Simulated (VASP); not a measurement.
# MgO (I4mm) in VASP: further runs, part 2 of 2

VASP 6.6.1. The steps go on from the part before.

**3. Single point, PBEsol (all Mg atoms moved +0.150 Å, as atom 1 along Cartesian [0 1 0])**

The input, INCAR:

```
SYSTEM = MgO
PREC = Accurate
ENCUT = 520
EDIFF = 1E-7
ISMEAR = 0
SIGMA = 0.05
LREAL = .False.
LASPH = .True.
NELM = 100
ALGO = Normal
ISIF = 2
LWAVE = .False.
LCHARG = .False.
GGA = PS
NBANDS = 11
```

The input, KPOINTS:

```
regular mesh
0
Gamma
  10 10 10
  0 0 0
```

The input, POSCAR:

```
MgO
1.0
    0.0000000000      2.1071057202      2.1071057202
    2.1071057202      0.0000000000      2.1071057202
    2.1071057202      2.1071057202      0.0000000000
Mg O
1 1
Direct
    0.0355938477     -0.0355938477      0.0355938477
    0.5000000000      0.5000000000      0.5000000000
```

Potentials or basis: VASP PAW PBE potentials, release 64 (Mg, O).

The run is started by

```console
cat potpaw_PBE.64/Mg/POTCAR potpaw_PBE.64/O/POTCAR > POTCAR
mpirun -np 1 vasp_std > vasp.out
```

OUTCAR:

```text
SYSTEM = MgO
   PREC = Accurate
   ENCUT = 520
   EDIFF = 1E-7
   ISMEAR = 0
   LREAL = .False.
   LASPH = .True.
   NELM = 100
   ISIF = 2
   GGA = PS

 ion  position               nearest neighbor table
   1  0.036  0.964  0.036-   2 1.96   2 2.11   2 2.11   2 2.11   2 2.11   2 2.26
   2  0.500  0.500  0.500-   1 1.96   1 2.11   1 2.11   1 2.11   1 2.11   1 2.26

  LATTYP: Found a face centered cubic cell.
 ALAT       =     4.2142114404

  Lattice vectors:

 A1 = (   0.0000000000,   2.1071057202,   2.1071057202)
 A2 = (   2.1071057202,   0.0000000000,   2.1071057202)
 A3 = (   2.1071057202,   2.1071057202,   0.0000000000)

Analysis of symmetry for initial positions (statically):
=====================================================================
 Subroutine PRICEL returns:
 Original cell was already a primitive cell.

 Routine SETGRP: Setting up the symmetry group for a
 face centered cubic supercell.

 Subroutine GETGRP returns: Found  8 space group operations
 (whereof  8 operations were pure point group operations)
 out of a pool of 48 trial point group operations.

The static configuration has the point symmetry C_4v.

Analysis of symmetry for dynamics (positions and initial velocities):
=====================================================================
 Subroutine PRICEL returns:
 Original cell was already a primitive cell.

 Routine SETGRP: Setting up the symmetry group for a
 face centered cubic supercell.

 Subroutine GETGRP returns: Found  8 space group operations
 (whereof  8 operations were pure point group operations)
 out of a pool of 48 trial point group operations.

The dynamic configuration has the point symmetry C_4v.

 Subroutine INISYM returns: Found  8 space group operations
 (whereof  8 operations are pure point group operations),
 and found     1 'primitive' translations

----------------------------------------------------------------------------------------

                                     Primitive cell
[... 114 lines left out ...]
  Thomas-Fermi vector in A             =   2.368053
   LORBIT       =      0    0 simple, 1 ext, 2 COOP (PROOUT), +10 PAW based schemes
   GGA     = PS    functional components
   LHFCALC =     F    Hartree Fock is set to
   AEXX    =    0.0000 exact exchange contribution
   IVDW    =     0    specifies the selected vdW correction
   LEPSILON=     F    determine dielectric tensor
   LRPA    =     F    only Hartree local field effects (RPA)
 non-spin polarized calculation
 Gauss-broadening in eV      SIGMA  =   0.05
  energy-cutoff  :      520.00
  volume of cell :       18.71
 maximum number of plane-waves:       531
 NGX is ok and might be reduce to    24
   NGX = 11   NGY = 11   NGZ = 11

 number of electron       8.0000005 magnetization

 Free energy of the ion-electron system (eV)
  ---------------------------------------------------
  ext. energy  EPLUGINS =         0.00000000
  ---------------------------------------------------
  free energy    TOTEN  =       -12.44688607 eV

  energy without entropy =      -12.44688607  energy(sigma->0) =      -12.44688607

 E-fermi :   3.3397     XC(G=0): -11.2944

 val. band max:        3.0344118173   @ k =   0.0000   0.0000   0.0000
 cond. band min:       7.6478925973   @ k =   0.0000   0.0000   0.0000
 fundamental gap:      4.6134807800
 Fermi energy:         3.3397149594

 k-point     1 :       0.0000    0.0000    0.0000
  band No.  band energies     occupation
      1     -14.1524      2.00000
      2       3.0047      2.00000
      3       3.0344      2.00000
      4       3.0344      2.00000
      5       7.6479      0.00000
      6      18.7177      0.00000
      7      18.7678      0.00000
      8      18.7678      0.00000
      9      22.4672      0.00000
     10      24.4149      0.00000
     11      24.4752      0.00000
[... 309 lines left out ...]
 k-point    24 :       0.1000    0.0000   -0.1000
  band No.  band energies     occupation
      1     -13.8768      2.00000
      2       1.6303      2.00000
      3       2.6967      2.00000
      4       2.9211      2.00000
      5       9.0919      0.00000
      6      16.3355      0.00000
      7      19.1211      0.00000
      8      19.4002      0.00000
      9      22.3479      0.00000
     10      23.8217      0.00000
     11      25.8387      0.00000

 [... further k-points ...]
[... 5 lines left out ...]
  --------------------------------------------------------------------------------------
  -------------------------------------------------------------------------------------
  Total       -0.1190234      0.8465475     -0.1190234     -0.0000000      0.0000000      0.0000000
  in kB      -10.1918754     72.4891379    -10.1918754     -0.0000000      0.0000000      0.0000000
  external PRESSURE =      17.3684623 kB  Pullay stress =       0.0000000 kB

 VOLUME and BASIS-vectors are now :
 -----------------------------------------------------------------------------
  energy-cutoff  :      520.00
  volume of cell :       18.71
      direct lattice vectors                 reciprocal lattice vectors
     0.000000000  2.107105720  2.107105720    -0.237292318  0.237292318  0.237292318
     2.107105720  0.000000000  2.107105720     0.237292318 -0.237292318  0.237292318
     2.107105720  2.107105720  0.000000000     0.237292318  0.237292318 -0.237292318

 POSITION                                       TOTAL-FORCE (eV/Angst)
 -----------------------------------------------------------------------------------
      2.10711      0.15000      2.10711         0.000000     -0.942236      0.000000
      2.10711      2.10711      2.10711         0.000000      0.942236      0.000000
 -----------------------------------------------------------------------------------
    total drift:                                0.000000     -0.000093      0.000000

  FREE ENERGIE OF THE ION-ELECTRON SYSTEM (eV)
  ---------------------------------------------------
  free  energy   TOTEN  =       -12.4468860747 eV

  energy  without entropy=      -12.4468860747  energy(sigma->0) =      -12.44688607
```

OSZICAR:

```text
N       E                     dE             d eps       ncg     rms          rms(c)
DAV:   1     0.134464035674E+02    0.13446E+02   -0.45268E+03  2540   0.641E+02
DAV:   2    -0.133063109264E+02   -0.26753E+02   -0.25273E+02  2583   0.134E+02
DAV:   3    -0.138679078640E+02   -0.56160E+00   -0.56110E+00  2687   0.171E+01
DAV:   4    -0.138692326464E+02   -0.13248E-02   -0.13248E-02  2505   0.955E-01
DAV:   5    -0.138692371072E+02   -0.44608E-05   -0.44608E-05  2652   0.534E-02    0.675E+00
DAV:   6    -0.124838687627E+02    0.13854E+01   -0.78279E+00  2370   0.152E+01    0.220E+00
DAV:   7    -0.124609057951E+02    0.22963E-01   -0.55363E-02  2511   0.207E+00    0.131E+00
DAV:   8    -0.124473427262E+02    0.13563E-01   -0.25043E-02  2376   0.179E+00    0.233E-01
DAV:   9    -0.124469229691E+02    0.41976E-03   -0.86722E-04  2613   0.210E-01    0.115E-01
DAV:  10    -0.124468847341E+02    0.38235E-04   -0.28368E-04  2508   0.129E-01    0.107E-02
DAV:  11    -0.124468853052E+02   -0.57110E-06   -0.46247E-06  2586   0.195E-02    0.935E-03
DAV:  12    -0.124468858678E+02   -0.56261E-06   -0.38432E-06  2571   0.141E-02    0.133E-03
DAV:  13    -0.124468860580E+02   -0.19019E-06   -0.52689E-08  1335   0.210E-03    0.654E-04
DAV:  14    -0.124468860747E+02   -0.16767E-07   -0.11836E-08  1233   0.906E-04
   1 F= -.12446886E+02 E0= -.12446886E+02  d E =-.362470E-20
```

It took 28 s on 1 thread of Intel Xeon 8259CL, shared host; peak memory 0.15 GiB.

Results:

- Free energy: -12.4469 eV
- Pressure: 1.7 GPa
- Largest force: 0.942 eV/Å
- Band gap on the k mesh: 4.61 eV, direct

Forces in eV/Å, atoms in the order of the input:
```
Mg   0.000 -0.942  0.000
O    0.000  0.942  0.000
```

Levels at points of the mesh, in eV from the valence-band top:
```csv
k point,band 1,band 2,band 3,band 4,band 5,band 6,band 7,band 8
"(0.00, 0.00, 0.00)",-17.19,-0.03,0.00,0.00,4.61,15.68,15.73,15.73
"(0.50, 0.00, 0.00)",-15.88,-4.65,-0.65,-0.64,7.75,12.40,16.16,16.24
"(0.50, 0.50, 0.00)",-15.62,-4.12,-1.37,-1.35,9.01,9.75,12.98,18.79
"(0.50, 0.00, 0.50)",-15.62,-4.09,-1.35,-1.35,8.94,9.71,13.00,18.86
```

Caveat: the cell differs from its parent crystal (all Mg atoms moved +0.150 Å, as atom 1 along Cartesian [0 1 0]); the PAW data sets were made with another functional, which shifts forces and pressure a little.

**4. Single point, PBEsol (all Mg atoms moved +0.175 Å, as atom 1 along Cartesian [0 1 0])**

The input, INCAR:

```
SYSTEM = MgO
  PREC = Accurate
  ENCUT = 520
  EDIFF = 1E-6
  ISMEAR = 0
  SIGMA = 0.05
  LREAL = .FALSE.
  LASPH = .TRUE.
  NELM = 80
  ALGO = Normal
  ISIF = 2
  LWAVE = .FALSE.
  LCHARG = .TRUE.
  GGA = PS
  LELF = .TRUE.
  LVHAR = .TRUE.
  NBANDS = 11
```

The input, KPOINTS:

```
regular mesh
0
G
  10 10 10
  0 0 0
```

Edit POSCAR of step 3 so:

```diff
@@ -8,3 +8,3 @@
 Direct
-    0.0355938477     -0.0355938477      0.0355938477
+    0.0415261556     -0.0415261556      0.0415261556
     0.5000000000      0.5000000000      0.5000000000
```

Potentials or basis: VASP PAW PBE potentials, release 64 (Mg, O).

The run is started by

```console
cat potpaw_PBE.64/Mg/POTCAR potpaw_PBE.64/O/POTCAR > POTCAR
mpirun -np 1 vasp_std > vasp.out
```

OUTCAR:

```text
SYSTEM = MgO
   PREC = Accurate
   ENCUT = 520
   EDIFF = 1E-6
   ISMEAR = 0
   LREAL = .FALSE.
   LASPH = .TRUE.
   NELM = 80
   ISIF = 2
   GGA = PS

 ion  position               nearest neighbor table
   1  0.042  0.958  0.042-   2 1.93   2 2.11   2 2.11   2 2.11   2 2.11   2 2.28
   2  0.500  0.500  0.500-   1 1.93   1 2.11   1 2.11   1 2.11   1 2.11   1 2.28

  LATTYP: Found a face centered cubic cell.
 ALAT       =     4.2142114404

  Lattice vectors:

 A1 = (   0.0000000000,   2.1071057202,   2.1071057202)
 A2 = (   2.1071057202,   0.0000000000,   2.1071057202)
 A3 = (   2.1071057202,   2.1071057202,   0.0000000000)
[... 514 lines left out ...]
      8      19.4188      0.00000
      9      22.3548      0.00000
     10      23.8370      0.00000
     11      25.8688      0.00000

 [... further k-points ...]
[... 5 lines left out ...]
  --------------------------------------------------------------------------------------
  -------------------------------------------------------------------------------------
  Total       -0.1223323      1.2036693     -0.1223323      0.0000000      0.0000000      0.0000000
  in kB      -10.4752141    103.0691723    -10.4752141      0.0000000      0.0000000      0.0000000
  external PRESSURE =      27.3729147 kB  Pullay stress =       0.0000000 kB

 VOLUME and BASIS-vectors are now :
 -----------------------------------------------------------------------------
  energy-cutoff  :      520.00
  volume of cell :       18.71
      direct lattice vectors                 reciprocal lattice vectors
     0.000000000  2.107105720  2.107105720    -0.237292318  0.237292318  0.237292318
     2.107105720  0.000000000  2.107105720     0.237292318 -0.237292318  0.237292318
     2.107105720  2.107105720  0.000000000     0.237292318  0.237292318 -0.237292318

 POSITION                                       TOTAL-FORCE (eV/Angst)
 -----------------------------------------------------------------------------------
      2.10711      0.17500      2.10711         0.000000     -1.157360      0.000000
      2.10711      2.10711      2.10711         0.000000      1.157360      0.000000
 -----------------------------------------------------------------------------------
    total drift:                                0.000000      0.000495      0.000000

  FREE ENERGIE OF THE ION-ELECTRON SYSTEM (eV)
  ---------------------------------------------------
  free  energy   TOTEN  =       -12.4206955692 eV

  energy  without entropy=      -12.4206955692  energy(sigma->0) =      -12.42069557
```

OSZICAR:

```text
N       E                     dE             d eps       ncg     rms          rms(c)
DAV:   1     0.141209270557E+02    0.14121E+02   -0.44984E+03  2508   0.640E+02
DAV:   2    -0.132536425026E+02   -0.27375E+02   -0.25994E+02  2600   0.135E+02
DAV:   3    -0.138554722584E+02   -0.60183E+00   -0.60119E+00  2693   0.176E+01
DAV:   4    -0.138568994655E+02   -0.14272E-02   -0.14272E-02  2487   0.989E-01
DAV:   5    -0.138569042107E+02   -0.47452E-05   -0.47452E-05  2658   0.550E-02    0.679E+00
DAV:   6    -0.124581487414E+02    0.13988E+01   -0.78976E+00  2373   0.153E+01    0.220E+00
DAV:   7    -0.124348583762E+02    0.23290E-01   -0.55399E-02  2511   0.208E+00    0.132E+00
DAV:   8    -0.124211611635E+02    0.13697E-01   -0.25377E-02  2376   0.180E+00    0.234E-01
DAV:   9    -0.124207159771E+02    0.44519E-03   -0.10529E-03  2625   0.231E-01    0.106E-01
DAV:  10    -0.124206951648E+02    0.20812E-04   -0.22608E-04  2499   0.118E-01    0.121E-02
DAV:  11    -0.124206955692E+02   -0.40436E-06   -0.56027E-06  2586   0.211E-02
   1 F= -.12420696E+02 E0= -.12420696E+02  d E =-.284327E-11
```

stdout:

```text
POSCAR found type information on POSCAR MgO
 POSCAR found :  2 types and       2 ions
 scaLAPACK will be used
 -----------------------------------------------------------------------------
|                                                                             |
|                                                                             |
|     You enforced a specific xc type in the INCAR file but a different       |
|     I HOPE YOU KNOW WHAT YOU ARE DOING!                                     |
|                                                                             |
 -----------------------------------------------------------------------------

 LDA part: xc-table for (Slater+PW92), standard interpolation
 POSCAR, INCAR and KPOINTS ok, starting setup
 FFT: planning ... GRIDC
 FFT: planning ... GRID_SOFT
 FFT: planning ... GRID
 WAVECAR not read
 entering main loop
```

Wall time 25 s (1 thread of Intel Xeon 8259CL, shared host); peak memory 0.15 GiB.

What came out:

| Quantity | Value |
| --- | --- |
| Free energy | -12.4207 eV |
| Pressure | 2.7 GPa |
| Largest force | 1.157 eV/Å |
| Band gap on the k mesh | 4.61 eV, direct |

Forces in eV/Å, atoms in the order of the input:
```
Mg   0.000 -1.157  0.000
O    0.000  1.157  0.000
```

Levels at points of the mesh, in eV from the valence-band top:
```csv
k point,band 1,band 2,band 3,band 4,band 5,band 6,band 7,band 8,band 9
"(0.00, 0.00, 0.00)",-17.18,-0.04,0.00,0.00,4.61,15.71,15.77,15.77,19.42
"(0.50, 0.00, 0.00)",-15.88,-4.64,-0.65,-0.63,7.76,12.37,16.16,16.27,20.67
"(0.50, 0.50, 0.00)",-15.61,-4.11,-1.37,-1.35,9.04,9.72,12.99,18.79,19.05
"(0.50, 0.00, 0.50)",-15.62,-4.08,-1.34,-1.34,8.95,9.67,13.01,18.87,18.87
```

Caveat: the cell differs from its parent crystal (all Mg atoms moved +0.175 Å, as atom 1 along Cartesian [0 1 0]); the PAW data sets were made with another functional, which shifts forces and pressure a little.
